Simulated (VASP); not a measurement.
# SrO (Fm-3m) in VASP: notebook

Runs on SrO. Level: PBE. Tasks: electric field gradients.

Everything below comes from runs of VASP 6.6.1. Logs are shortened: lines on timing, memory, paths and dates and some standing lists are left out, and cuts for length are marked.

### Step 1. The cell of the first run

The structure is cubic, space group Fm-3m (No. 225). The conventional cell has a = 5.035 Å, b = 5.035 Å, c = 5.035 Å, α = 90.00°, β = 90.00°, γ = 90.00°. Within 3.3 Å of Sr (site symmetry m-3m) lie 6 O at 2.52 Å. O (site symmetry m-3m) has 6 Sr at 2.52 Å within 3.3 Å.

### Step 2. Electric field gradients, PBE (volume scaled by 0.94)

File INCAR:

```
SYSTEM = SrO
  PREC = Accurate
  ENCUT = 520
  EDIFF = 1E-8
  ISMEAR = -1
  SIGMA = 0.02
  LREAL = .FALSE.
  LASPH = .TRUE.
  NELM = 80
  ALGO = Normal
  ISIF = 2
  LWAVE = .FALSE.
  LCHARG = .FALSE.
  GGA = PE
  LEFG = .TRUE.
  NBANDS = 15
```

File KPOINTS:

```
Automatic mesh
0
G
  8 8 8
  0 0 0
```

File POSCAR:

```
SrO
1.0
    0.0000000000      2.5173403822      2.5173403822
    2.5173403822      0.0000000000      2.5173403822
    2.5173403822      2.5173403822      0.0000000000
Sr O
1 1
Direct
    0.0000000000      0.0000000000      0.0000000000
    0.5000000000      0.5000000000      0.5000000000
```

Potentials or basis: VASP PAW PBE potentials, release 64 (Sr_sv, O).

On the command line:

```bash
> cat potpaw_PBE.64/Sr_sv/POTCAR potpaw_PBE.64/O/POTCAR > POTCAR
> mpirun -np 1 vasp_std > vasp.out
```

OUTCAR:

```text
SYSTEM = SrO
   PREC = Accurate
   ENCUT = 520
   EDIFF = 1E-8
   ISMEAR = -1
   LREAL = .FALSE.
   LASPH = .TRUE.
   NELM = 80
   ISIF = 2
   GGA = PE

 ion  position               nearest neighbor table
   1  0.000  0.000  0.000-   2 2.52   2 2.52   2 2.52   2 2.52   2 2.52   2 2.52
   2  0.500  0.500  0.500-   1 2.52   1 2.52   1 2.52   1 2.52   1 2.52   1 2.52

  LATTYP: Found a face centered cubic cell.
 ALAT       =     5.0346807644

  Lattice vectors:

 A1 = (   0.0000000000,   2.5173403822,   2.5173403822)
 A2 = (   2.5173403822,   0.0000000000,   2.5173403822)
 A3 = (   2.5173403822,   2.5173403822,   0.0000000000)

Analysis of symmetry for initial positions (statically):
=====================================================================
 Subroutine PRICEL returns:
 Original cell was already a primitive cell.

 Routine SETGRP: Setting up the symmetry group for a
 face centered cubic supercell.

 Subroutine GETGRP returns: Found 48 space group operations
 (whereof 48 operations were pure point group operations)
 out of a pool of 48 trial point group operations.

The static configuration has the point symmetry O_h .

Analysis of symmetry for dynamics (positions and initial velocities):
=====================================================================
 Subroutine PRICEL returns:
 Original cell was already a primitive cell.

 Routine SETGRP: Setting up the symmetry group for a
 face centered cubic supercell.

 Subroutine GETGRP returns: Found 48 space group operations
 (whereof 48 operations were pure point group operations)
 out of a pool of 48 trial point group operations.

The dynamic configuration has the point symmetry O_h .

 Subroutine INISYM returns: Found 48 space group operations
 (whereof 48 operations are pure point group operations),
 and found     1 'primitive' translations

----------------------------------------------------------------------------------------

                                     Primitive cell

  volume of cell :      31.9048

  direct lattice vectors                    reciprocal lattice vectors
     0.000000000  2.517340382  2.517340382    -0.198622325  0.198622325  0.198622325
     2.517340382  0.000000000  2.517340382     0.198622325 -0.198622325  0.198622325
     2.517340382  2.517340382  0.000000000     0.198622325  0.198622325 -0.198622325

  length of vectors
     3.560056910  3.560056910  3.560056910     0.344023959  0.344023959  0.344023959

  position of ions in fractional coordinates (direct lattice)
     0.000000000  0.000000000  0.000000000
     0.500000000  0.500000000  0.500000000

  ion indices of the primitive-cell ions
   primitive index   ion index
                 1           1
                 2           2

----------------------------------------------------------------------------------------

 KPOINTS: Automatic mesh

Automatic generation of k-mesh.
 Grid dimensions read from file:
 generate k-points for:    8    8    8

 Generating k-lattice:

  Cartesian coordinates                     Fractional coordinates (reciprocal lattice)
    -0.024827791  0.024827791  0.024827791     0.125000000  0.000000000  0.000000000
     0.024827791 -0.024827791  0.024827791     0.000000000  0.125000000  0.000000000
     0.024827791  0.024827791 -0.024827791     0.000000000  0.000000000  0.125000000

  Length of vectors
     0.043002995  0.043002995  0.043002995

  Shift w.r.t. Gamma in fractional coordinates (k-lattice)
     0.000000000  0.000000000  0.000000000

 Subroutine IBZKPT returns following result:
 ===========================================

 Found     29 irreducible k-points:

 Following reciprocal coordinates:
            Coordinates               Weight
  0.000000  0.000000  0.000000      1.000000
  0.125000  0.000000  0.000000      8.000000
  0.250000  0.000000  0.000000      8.000000
  0.375000  0.000000  0.000000      8.000000
  0.500000  0.000000  0.000000      4.000000
  0.125000  0.125000  0.000000      6.000000
[... 16 lines left out ...]
  0.500000  0.250000  0.125000     48.000000
 -0.375000  0.250000  0.125000     24.000000
 [... further k-points ...]
   k-points           NKPTS =     29   k-points in BZ     NKDIM =     29   number of bands    NBANDS=     15
   number of dos      NEDOS =    301   number of ions     NIONS =      2
   total plane-waves  NPLWV =  21952
   dimension x,y,z NGX =    28 NGY =   28 NGZ =   28
   dimension x,y,z NGXF=    56 NGYF=   56 NGZF=   56
   ions per type =               1   1
   NGX,Y,Z   is equivalent  to a cutoff of  13.08, 13.08, 13.08 a.u.
   NGXF,Y,Z  is equivalent  to a cutoff of  26.15, 26.15, 26.15 a.u.
 SYSTEM =  SrO
   PREC   = accura    normal or accurate (medium, high low for compatibility)
   ISTART =      0    job   : 0-new  1-cont  2-samecut
   ICHARG =      2    charge: 1-file 2-atom 10-const
   ISPIN  =      1    spin polarized calculation?
   LNONCOLLINEAR =      F non collinear calculations
   LSORBIT =      F    spin-orbit coupling
   LASPH  =      T    aspherical Exc in radial PAW
   ENCUT  =  520.0 eV  38.22 Ry    6.18 a.u.   6.62  6.62  6.62*2*pi/ulx,y,z
   NELM   =     80;   NELMIN=  2; NELMDL= -5     # of ELM steps
   EDIFF  = 0.1E-07   stopping-criterion for ELM
   LREAL  =      F    real-space projection
   EDIFFG = 0.1E-06   stopping-criterion for IOM
   NSW    =      0    number of steps for IOM
   IBRION =     -1    ionic relax: 0-MD 1-quasi-New 2-CG
   NFREE  =      0    steps in history (QN), initial steepest desc. (CG)
   ISIF   =      2    stress and relaxation
   ISYM   =      2    0-nonsym 1-usesym 2-fastsym
   POTIM  = 0.5000    time-step for ionic-motion
   TEBEG  =    0.0;   TEEND  =   0.0 temperature during run
   PSTRESS=    0.0 pullay stress
   NELECT =      16.0000    total number of electrons
   NUPDOWN=      -1.0000    fix difference up-down
   EMIN   =  10.00;   EMAX   =-10.00  energy-range for DOS
   EFERMI =   0.00;   METHOD = LEGACY
   ISMEAR =    -1;   SIGMA  =   0.02  broadening in eV -4-tet -1-fermi 0-gaus
   EFERMI_NEDOS =   21; number of points for ismear=-14 and -15
   IALGO  =     38    algorithm
   IMIX   =      4    mixing-type and parameters
     AMIX     =   0.40;   BMIX     =  1.00
     AMIX_MAG =   1.60;   BMIX_MAG =  1.00
  volume/ion in A,a.u.               =      15.95       107.65
  Fermi-wavevector in a.u.,A,eV,Ry     =   1.300657  2.457886 23.017104  1.691709
  Thomas-Fermi vector in A             =   2.431842
   LORBIT       =      0    0 simple, 1 ext, 2 COOP (PROOUT), +10 PAW based schemes
   GGA     = PE    functional components
   LHFCALC =     F    Hartree Fock is set to
   AEXX    =    0.0000 exact exchange contribution
   IVDW    =     0    specifies the selected vdW correction
   LEPSILON=     F    determine dielectric tensor
   LRPA    =     F    only Hartree local field effects (RPA)
 non-spin polarized calculation
  energy-cutoff  :      520.00
  volume of cell :       31.90
 maximum number of plane-waves:       881
 NGX is ok and might be reduce to    28
   NGX = 13   NGY = 13   NGZ = 13

 number of electron      15.9999997 magnetization

 Free energy of the ion-electron system (eV)
  ---------------------------------------------------
  ext. energy  EPLUGINS =         0.00000000
  ---------------------------------------------------
  free energy    TOTEN  =       -11.95160582 eV

  energy without entropy =      -11.95160582  energy(sigma->0) =      -11.95160582

 E-fermi :   2.4662     XC(G=0): -10.3295

 val. band max:        1.9750751643   @ k =   0.0000   0.0000   0.0000
 cond. band min:       5.1927117705   @ k =   0.5000   0.5000   0.0000
 fundamental gap:      3.2176366062
 Fermi energy:         2.4661709835

 k-point     1 :       0.0000    0.0000    0.0000
  band No.  band energies     occupation
      1     -30.2043      2.00000
      2     -13.1953      2.00000
      3     -11.7670      2.00000
      4     -11.7670      2.00000
      5     -11.7670      2.00000
      6       1.9751      2.00000
      7       1.9751      2.00000
      8       1.9751      2.00000
      9       6.4297      0.00000
     10       8.3191      0.00000
     11       8.3191      0.00000
     12       8.3191      0.00000
     13      10.6330      0.00000
     14      10.6330      0.00000
     15      14.9959      0.00000
[... 397 lines left out ...]
 k-point    24 :      -0.3750    0.2500    0.1250
  band No.  band energies     occupation
      1     -29.9939      2.00000
      2     -14.4910      2.00000
      3     -12.2405      2.00000
      4     -12.0490      2.00000
      5     -10.9435      2.00000
      6       0.3229      2.00000
      7       1.0524      2.00000
      8       1.1603      2.00000
      9       8.5734      0.00000
     10       8.9596      0.00000
     11      11.8202      0.00000
     12      11.8692      0.00000
     13      14.1570      0.00000
     14      15.5683      0.00000
     15      16.1298      0.00000

 [... further k-points ...]
[... 5 lines left out ...]
  --------------------------------------------------------------------------------------
  -------------------------------------------------------------------------------------
  Total        2.1106881      2.1106881      2.1106881      0.0000000      0.0000000      0.0000000
  in kB      105.9933991    105.9933991    105.9933991      0.0000000      0.0000000      0.0000000
  external PRESSURE =     105.9933991 kB  Pullay stress =       0.0000000 kB

 VOLUME and BASIS-vectors are now :
 -----------------------------------------------------------------------------
  energy-cutoff  :      520.00
  volume of cell :       31.90
      direct lattice vectors                 reciprocal lattice vectors
     0.000000000  2.517340382  2.517340382    -0.198622325  0.198622325  0.198622325
     2.517340382  0.000000000  2.517340382     0.198622325 -0.198622325  0.198622325
     2.517340382  2.517340382  0.000000000     0.198622325  0.198622325 -0.198622325

 POSITION                                       TOTAL-FORCE (eV/Angst)
 -----------------------------------------------------------------------------------
      0.00000      0.00000      0.00000         0.000000      0.000000      0.000000
      2.51734      2.51734      2.51734         0.000000      0.000000     -0.000000
 -----------------------------------------------------------------------------------
    total drift:                                0.000000      0.000000      0.000000

  FREE ENERGIE OF THE ION-ELECTRON SYSTEM (eV)
  ---------------------------------------------------
  free  energy   TOTEN  =       -11.9516058171 eV

  energy  without entropy=      -11.9516058171  energy(sigma->0) =      -11.95160582

 Electric field gradients (V/A^2)
---------------------------------------------------------------------
 ion       V_xx      V_yy      V_zz      V_xy      V_xz      V_yz
---------------------------------------------------------------------
   1       0.000    -0.000     0.000     0.000     0.000     0.000
   2       0.000    -0.000    -0.000    -0.002    -0.002    -0.002
---------------------------------------------------------------------

 Electric field gradients after diagonalization (V/A^2)
 (convention: |V_zz| > |V_xx| > |V_yy|)
----------------------------------------------------------------------
 ion       V_xx      V_yy      V_zz     asymmetry (V_yy - V_xx)/ V_zz
----------------------------------------------------------------------
   1      -0.000    -0.000     0.000       0.000
   2       0.002     0.002    -0.004       0.000
----------------------------------------------------------------------

           NMR quadrupolar parameters

 Cq : quadrupolar parameter    Cq=e*Q*V_zz/h
 eta: asymmetry parameters     (V_yy - V_xx)/ V_zz
 Q  : nuclear electric quadrupole moment in mb (millibarn)
----------------------------------------------------------------------
 ion       Cq(MHz)       eta       Q (mb)
----------------------------------------------------------------------
   1       0.000       0.000       1.000
   2      -0.000       0.000       1.000
----------------------------------------------------------------------
```

Run time: 15 s. Hardware: 1 thread of Intel Xeon Platinum 8259CL at 2.50GHz (Skylake/Cascade Lake), shared host; peak memory 0.16 GiB.

What came out:

- Free energy: -11.9516 eV
- Pressure: 10.6 GPa
- Band gap on the k mesh: 3.22 eV, indirect (least direct gap 3.26 eV)

Caveat: without QUAD_EFG the Cq values of the log hold for a quadrupole moment of 1 mb, not for the nuclei.

(Part 1 of 2 ends here.)
